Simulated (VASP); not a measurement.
Input of a VASP 6.6.1 run:

POSCAR

```
C
1.0
   -2.5098396889      0.0000000000      0.0000000000
   -1.2549198445     -2.1735849300      0.0000000000
    0.0000000000      0.0000000000     17.5606492275
C
16
Direct
    0.0000000000      0.0000000000      0.6332297274
    0.0000000000      0.0000000000      0.1617024788
    0.0000000000      1.0000000000      0.8689933517
    0.0000000000      1.0000000000      0.3974661031
    0.0000000000      0.0000000000      0.7813520184
    0.0000000000      0.0000000000      0.3098247698
    0.0000000000      1.0000000000      0.0740611455
    0.0000000000      1.0000000000      0.5455883941
    0.3333333333      0.3333333333      0.6627297609
    0.3333333333      0.3333333333      0.1912025123
    0.6666666667      0.6666666667      0.8984933852
    0.6666666667      0.6666666667      0.4269661366
    0.3333333333      0.3333333333      0.7518519849
    0.3333333333      0.3333333333      0.2803247363
    0.6666666667      0.6666666667      0.0445611120
    0.6666666667      0.6666666667      0.5160883606
```

The input INCAR.step1:

```
SYSTEM = C
PREC = Accurate ; ENCUT = 520
ISMEAR = 0 ; SIGMA = 0.05
LREAL = Auto ; LASPH = .True.
NELM = 60 ; NBANDS = 46
GGA = PE ; ALGO = Normal
EDIFF = 1E-4 ; LWAVE = .True.
LCHARG = .False.
```

Contents of INCAR.step2:

```
SYSTEM = C
PREC = Accurate ; ENCUT = 520
EDIFF = 1E-6 ; ISMEAR = 0
SIGMA = 0.05 ; LREAL = Auto
LASPH = .True. ; NELM = 60
ALGO = Normal ; ISIF = 2
LWAVE = .False. ; LCHARG = .False.
METAGGA = R2SCAN ; LMIXTAU = .True.
NBANDS = 46 ; ISTART = 1
```

Contents of KPOINTS:

```
Automatic mesh
0
Gamma
  10 10 2
  0 0 0
```

Potentials or basis: VASP PAW PBE potentials, release 64 (C).

The run is started by

```sh
$ cat potpaw_PBE.64/C/POTCAR > POTCAR
$ cp INCAR.step1 INCAR
$ mpirun -np 1 vasp_std > vasp.out
$ cp INCAR.step2 INCAR
$ mpirun -np 1 vasp_std > vasp.out
```

Question: Predict the pressure.

Answer: -4.4 GPa.

Question: Predict the largest force.

Answer: 3.645 eV/Å.

Stress tensor (GPa, compression positive):
```
  0.59   0.00   0.00
  0.00   0.59   0.00
  0.00   0.00 -14.52
```

Caveat: the cell differs from its parent crystal (the distance across one plane changed); the cell stands under tension; the PAW data sets were made with another functional, which shifts forces and pressure a little.
